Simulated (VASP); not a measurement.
# FeSi (rocksalt type) (Fm-3m) in VASP: a series of runs

FeSi (rocksalt type) is run at these levels: PBE; tasks: single point.

Program: VASP 6.6.1. These are calculated values, not measurements. Logs are shortened: lines on timing, memory, paths and dates and some standing lists are left out, and cuts for length are marked.

## (1) The cell of the first run

It takes space group Fm-3m (No. 225, cubic). Conventional cell: a = 4.368 Å, b = 4.368 Å, c = 4.368 Å, α = 90.00°, β = 90.00°, γ = 90.00°. Fe (site symmetry m-3m) has 6 Si at 2.18 Å within 2.9 Å. Si (site symmetry m-3m) has 6 Fe at 2.18 Å within 2.9 Å.

## (2) Single point, PBE, collinear spin, ferromagnetic start

Input file INCAR:

```
PREC = Accurate ; ENCUT = 520
EDIFF = 1E-6 ; ISMEAR = -1
SIGMA = 0.05 ; LREAL = F
LASPH = T ; NELM = 150
ALGO = Normal ; ISIF = 2
LWAVE = F ; LCHARG = F
ISPIN = 2 ; MAGMOM = 2.5 0
LORBIT = 11 ; LMAXMIX = 4
GGA = PE ; NBANDS = 17
```

Input file KPOINTS:

```
regular mesh
0
Gamma
  15 15 15
```

Input file POSCAR:

```
FeSi
1.0
    0.0000000000      2.1839651545      2.1839651545
    2.1839651545      0.0000000000      2.1839651545
    2.1839651545      2.1839651545      0.0000000000
Fe Si
1 1
Direct
    0.0000000000      0.0000000000      0.0000000000
    0.5000000000      0.5000000000      0.5000000000
```

Potentials or basis: VASP PAW PBE potentials, release 64 (Fe, Si).

Run with:

```bash
$ cat potpaw_PBE.64/Fe/POTCAR potpaw_PBE.64/Si/POTCAR > POTCAR
$ mpirun -np 1 vasp_std > vasp.out
```

OUTCAR:

```text
PREC = Accurate
   ENCUT = 520
   EDIFF = 1E-6
   ISMEAR = -1
   LREAL = F
   LASPH = T
   NELM = 150
   ISIF = 2
   ISPIN = 2
   LORBIT = 11
   GGA = PE

 ion  position               nearest neighbor table
   1  0.000  0.000  0.000-   2 2.18   2 2.18   2 2.18   2 2.18   2 2.18   2 2.18
   2  0.500  0.500  0.500-   1 2.18   1 2.18   1 2.18   1 2.18   1 2.18   1 2.18

  LATTYP: Found a face centered cubic cell.
 ALAT       =     4.3679303090

  Lattice vectors:

 A1 = (   0.0000000000,   2.1839651545,   2.1839651545)
 A2 = (   2.1839651545,   0.0000000000,   2.1839651545)
 A3 = (   2.1839651545,   2.1839651545,   0.0000000000)

Analysis of symmetry for initial positions (statically):
=====================================================================
 Subroutine PRICEL returns:
 Original cell was already a primitive cell.

 Routine SETGRP: Setting up the symmetry group for a
 face centered cubic supercell.

 Subroutine GETGRP returns: Found 48 space group operations
 (whereof 48 operations were pure point group operations)
 out of a pool of 48 trial point group operations.

The static configuration has the point symmetry O_h .

Analysis of symmetry for dynamics (positions and initial velocities):
=====================================================================
 Subroutine PRICEL returns:
 Original cell was already a primitive cell.

 Routine SETGRP: Setting up the symmetry group for a
 face centered cubic supercell.

 Subroutine GETGRP returns: Found 48 space group operations
 (whereof 48 operations were pure point group operations)
 out of a pool of 48 trial point group operations.

The dynamic configuration has the point symmetry O_h .

Analysis of structural, dynamic, and magnetic symmetry:
=====================================================================
 Subroutine PRICEL returns:
 Original cell was already a primitive cell.

 Routine SETGRP: Setting up the symmetry group for a
 face centered cubic supercell.

 Subroutine GETGRP returns: Found 48 space group operations
 (whereof 48 operations were pure point group operations)
 out of a pool of 48 trial point group operations.

The overall configuration has the point symmetry O_h .

 Subroutine INISYM returns: Found 48 space group operations
 (whereof 48 operations are pure point group operations),
 and found     1 'primitive' translations

----------------------------------------------------------------------------------------

                                     Primitive cell

  volume of cell :      20.8337

  direct lattice vectors                    reciprocal lattice vectors
     0.000000000  2.183965155  2.183965155    -0.228941382  0.228941382  0.228941382
     2.183965155  0.000000000  2.183965155     0.228941382 -0.228941382  0.228941382
     2.183965155  2.183965155  0.000000000     0.228941382  0.228941382 -0.228941382

  length of vectors
     3.088593141  3.088593141  3.088593141     0.396538105  0.396538105  0.396538105

  position of ions in fractional coordinates (direct lattice)
     0.000000000  0.000000000  0.000000000
     0.500000000  0.500000000  0.500000000

  ion indices of the primitive-cell ions
   primitive index   ion index
                 1           1
                 2           2

----------------------------------------------------------------------------------------

 KPOINTS: regular mesh

Automatic generation of k-mesh.
 Grid dimensions read from file:
 generate k-points for:   15   15   15

 Generating k-lattice:

  Cartesian coordinates                     Fractional coordinates (reciprocal lattice)
    -0.015262759  0.015262759  0.015262759     0.066666667  0.000000000  0.000000000
     0.015262759 -0.015262759  0.015262759     0.000000000  0.066666667  0.000000000
     0.015262759  0.015262759 -0.015262759     0.000000000  0.000000000  0.066666667

  Length of vectors
     0.026435874  0.026435874  0.026435874

  Shift w.r.t. Gamma in fractional coordinates (k-lattice)
     0.000000000  0.000000000  0.000000000

 Subroutine IBZKPT returns following result:
 ===========================================

 Found    120 irreducible k-points:

 Following reciprocal coordinates:
            Coordinates               Weight
  0.000000  0.000000  0.000000      1.000000
  0.066667  0.000000  0.000000      8.000000
  0.133333  0.000000  0.000000      8.000000
  0.200000  0.000000  0.000000      8.000000
  0.266667  0.000000  0.000000      8.000000
  0.333333  0.000000  0.000000      8.000000
[... 16 lines left out ...]
  0.133333  0.133333  0.000000      6.000000
  0.200000  0.133333  0.000000     24.000000
 [... further k-points ...]
   k-points           NKPTS =    120   k-points in BZ     NKDIM =    120   number of bands    NBANDS=     17
   number of dos      NEDOS =    301   number of ions     NIONS =      2
   total plane-waves  NPLWV =  13824
   dimension x,y,z NGX =    24 NGY =   24 NGZ =   24
   dimension x,y,z NGXF=    48 NGYF=   48 NGZF=   48
   ions per type =               1   1
   NGX,Y,Z   is equivalent  to a cutoff of  12.92, 12.92, 12.92 a.u.
   NGXF,Y,Z  is equivalent  to a cutoff of  25.84, 25.84, 25.84 a.u.
 SYSTEM =  unknown system
   PREC   = accura    normal or accurate (medium, high low for compatibility)
   ISTART =      0    job   : 0-new  1-cont  2-samecut
   ICHARG =      2    charge: 1-file 2-atom 10-const
   ISPIN  =      2    spin polarized calculation?
   LNONCOLLINEAR =      F non collinear calculations
   LSORBIT =      F    spin-orbit coupling
   LASPH  =      T    aspherical Exc in radial PAW
   ENCUT  =  520.0 eV  38.22 Ry    6.18 a.u.   5.74  5.74  5.74*2*pi/ulx,y,z
   NELM   =    150;   NELMIN=  2; NELMDL= -5     # of ELM steps
   EDIFF  = 0.1E-05   stopping-criterion for ELM
   LREAL  =      F    real-space projection
   EDIFFG = 0.1E-04   stopping-criterion for IOM
   NSW    =      0    number of steps for IOM
   IBRION =     -1    ionic relax: 0-MD 1-quasi-New 2-CG
   NFREE  =      0    steps in history (QN), initial steepest desc. (CG)
   ISIF   =      2    stress and relaxation
   ISYM   =      2    0-nonsym 1-usesym 2-fastsym
   POTIM  = 0.5000    time-step for ionic-motion
   TEBEG  =    0.0;   TEEND  =   0.0 temperature during run
   PSTRESS=    0.0 pullay stress
   NELECT =      12.0000    total number of electrons
   NUPDOWN=      -1.0000    fix difference up-down
   EMIN   =  10.00;   EMAX   =-10.00  energy-range for DOS
   EFERMI =   0.00;   METHOD = LEGACY
   ISMEAR =    -1;   SIGMA  =   0.05  broadening in eV -4-tet -1-fermi 0-gaus
   EFERMI_NEDOS =   21; number of points for ismear=-14 and -15
   IALGO  =     38    algorithm
   IMIX   =      4    mixing-type and parameters
     AMIX     =   0.40;   BMIX     =  1.00
     AMIX_MAG =   1.60;   BMIX_MAG =  1.00
  volume/ion in A,a.u.               =      10.42        70.30
  Fermi-wavevector in a.u.,A,eV,Ry     =   1.362112  2.574019 25.243564  1.855350
  Thomas-Fermi vector in A             =   2.488630
   LORBIT       =     11    0 simple, 1 ext, 2 COOP (PROOUT), +10 PAW based schemes
   GGA     = PE    functional components
   LHFCALC =     F    Hartree Fock is set to
   AEXX    =    0.0000 exact exchange contribution
   IVDW    =     0    specifies the selected vdW correction
   LEPSILON=     F    determine dielectric tensor
   LRPA    =     F    only Hartree local field effects (RPA)
 spin polarized calculation
  energy-cutoff  :      520.00
  volume of cell :       20.83
 maximum number of plane-waves:       572
   NGX = 11   NGY = 11   NGZ = 11

 number of electron      12.0000008 magnetization       0.0037334

 number of electron      12.0000008 magnetization      -0.0009117

 Free energy of the ion-electron system (eV)
  ---------------------------------------------------
  ext. energy  EPLUGINS =         0.00000000
  ---------------------------------------------------
  free energy    TOTEN  =       -12.59142323 eV

  energy without entropy =      -12.58512671  energy(sigma->0) =      -12.58827497

 E-fermi :  10.6694     XC(G=0): -12.9938

 val. band max:       10.6388755333   @ k =  -0.4000   0.4667   0.0667
 cond. band min:      10.6872807051   @ k =  -0.3333   0.4667   0.2000
 fundamental gap:      0.0484051717
 Fermi energy:        10.6694314029

 spin component 1

 k-point     1 :       0.0000    0.0000    0.0000
  band No.  band energies     occupation
      1      -2.9759      1.00000
      2       8.3808      1.00000
      3       8.3808      1.00000
      4       8.3808      1.00000
      5       8.6809      1.00000
      6       8.6809      1.00000
[... 9 lines left out ...]
     16      28.8905      0.00000
     17      30.1974      0.00000
[... 441 lines left out ...]
 k-point    24 :       0.2000    0.1333    0.0000
  band No.  band energies     occupation
      1      -2.0334      1.00000
      2       7.6493      1.00000
      3       7.7814      1.00000
      4       8.4053      1.00000
      5       8.6131      1.00000
      6       8.9542      1.00000
[... 9 lines left out ...]
     16      30.8848      0.00000
     17      32.2621      0.00000

 [... further k-points ...]

 spin component 2

 k-point     1 :       0.0000    0.0000    0.0000
  band No.  band energies     occupation
      1      -2.9761      1.00000
      2       8.3800      1.00000
      3       8.3800      1.00000
      4       8.3800      1.00000
      5       8.6806      1.00000
      6       8.6806      1.00000
[... 9 lines left out ...]
     16      28.8903      0.00000
     17      30.1968      0.00000
[... 441 lines left out ...]
 k-point    24 :       0.2000    0.1333    0.0000
  band No.  band energies     occupation
      1      -2.0336      1.00000
      2       7.6490      1.00000
      3       7.7808      1.00000
      4       8.4047      1.00000
      5       8.6123      1.00000
      6       8.9538      1.00000
[... 9 lines left out ...]
     16      30.8847      0.00000
     17      32.2615      0.00000

 [... further k-points ...]
[... 5 lines left out ...]
  --------------------------------------------------------------------------------------
  -------------------------------------------------------------------------------------
  Total        6.2373771      6.2373771      6.2373771      0.0000000      0.0000000     -0.0000000
  in kB      479.6732247    479.6732247    479.6732247      0.0000000      0.0000000     -0.0000000
  external PRESSURE =     479.6732247 kB  Pullay stress =       0.0000000 kB

 VOLUME and BASIS-vectors are now :
 -----------------------------------------------------------------------------
  energy-cutoff  :      520.00
  volume of cell :       20.83
      direct lattice vectors                 reciprocal lattice vectors
     0.000000000  2.183965155  2.183965155    -0.228941382  0.228941382  0.228941382
     2.183965155  0.000000000  2.183965155     0.228941382 -0.228941382  0.228941382
     2.183965155  2.183965155  0.000000000     0.228941382  0.228941382 -0.228941382

 POSITION                                       TOTAL-FORCE (eV/Angst)
 -----------------------------------------------------------------------------------
      0.00000      0.00000      0.00000        -0.000000     -0.000000      0.000000
      2.18397      2.18397      2.18397         0.000000      0.000000     -0.000000
 -----------------------------------------------------------------------------------
    total drift:                                0.000000     -0.000000     -0.000000

  FREE ENERGIE OF THE ION-ELECTRON SYSTEM (eV)
  ---------------------------------------------------
  free  energy   TOTEN  =       -12.5914232346 eV

  energy  without entropy=      -12.5851267135  energy(sigma->0) =      -12.58827497

 total charge

# of ion       s       p       d       tot
------------------------------------------
    1        0.475   0.623   6.938   8.036
    2        0.814   1.004   0.000   1.818
--------------------------------------------------
tot          1.290   1.627   6.938   9.854

 magnetization (x)

# of ion       s       p       d       tot
------------------------------------------
    1       -0.000   0.000  -0.000  -0.000
    2        0.000   0.000   0.000   0.000
--------------------------------------------------
tot         -0.000   0.000  -0.000  -0.000
```

Run time: 76 s. Hardware: 1 thread of Intel Xeon 8259CL, shared host; peak memory 0.2 GiB.

Results:

```
Free energy                                           : -12.5914 eV
Pressure                                              : 48.0 GPa
Band gap on the k mesh                                : zero (filled and empty bands overlap)
Net moment                                            : 0.00 μB per cell
Valence electrons inside the program's atomic spheres : Fe 8.04; Si 1.82
```

Levels at points of the mesh, in eV from the Fermi level:
Spin up:
| k point | band 3 | band 4 | band 5 | band 6 | band 7 | band 8 | band 9 | band 10 |
| --- | --- | --- | --- | --- | --- | --- | --- | --- |
| (0.00, 0.00, 0.00) | -2.29 | -2.29 | -1.99 | -1.99 | 5.55 | 5.55 | 5.55 | 12.06 |
Spin down:
| k point | band 3 | band 4 | band 5 | band 6 | band 7 | band 8 | band 9 | band 10 |
| --- | --- | --- | --- | --- | --- | --- | --- | --- |
| (0.00, 0.00, 0.00) | -2.29 | -2.29 | -1.99 | -1.99 | 5.55 | 5.55 | 5.55 | 12.06 |

Caveat: the cell stands under pressure; the moments typed at the start vanished in this run.

## (3) Single point, PBE, collinear spin, ferromagnetic start

Input file INCAR:

```
SYSTEM = FeSi
ALGO = Normal
EDIFF = 1E-6
ENCUT = 520
GGA = PE
ISIF = 2
ISMEAR = -1
ISPIN = 2
LASPH = .True.
LCHARG = .False.
LMAXMIX = 4
LORBIT = 11
LREAL = .False.
LWAVE = .False.
MAGMOM = 2.5 0
NBANDS = 17
NELM = 150
PREC = Accurate
SIGMA = 0.05
```

Input file KPOINTS:

```
k-points
0
Gamma
  15 15 15
  0 0 0
```

POSCAR is that of step 2.

Potentials or basis: VASP PAW PBE potentials, release 64 (Fe, Si).

Run with:

```bash
$ cat potpaw_PBE.64/Fe/POTCAR potpaw_PBE.64/Si/POTCAR > POTCAR
$ mpirun -np 1 vasp_std > vasp.out
```

Run time: 64 s. Hardware: 1 thread of Intel Xeon 8259CL, shared host; peak memory 0.2 GiB.

It converged, with:

```
Free energy                                           : -12.5914 eV
Pressure                                              : 48.0 GPa
Band gap on the k mesh                                : zero (filled and empty bands overlap)
Net moment                                            : 0.00 μB per cell
Valence electrons inside the program's atomic spheres : Fe 8.04; Si 1.82
```

Levels at points of the mesh, in eV from the Fermi level:
Spin up:
| k point | band 2 | band 3 | band 4 | band 5 | band 6 | band 7 | band 8 | band 9 | band 10 | band 11 |
| --- | --- | --- | --- | --- | --- | --- | --- | --- | --- | --- |
| (0.00, 0.00, 0.00) | -2.29 | -2.29 | -2.29 | -1.99 | -1.99 | 5.55 | 5.55 | 5.55 | 12.06 | 12.18 |
Spin down:
```csv
k point,band 3,band 4,band 5,band 6,band 7,band 8,band 9,band 10
"(0.00, 0.00, 0.00)",-2.29,-2.29,-1.99,-1.99,5.55,5.55,5.55,12.06
```

Caveat: the cell stands under pressure; the moments typed at the start vanished in this run.

The gap in the log of VASP goes by the Fermi energy; the results here count the filled bands.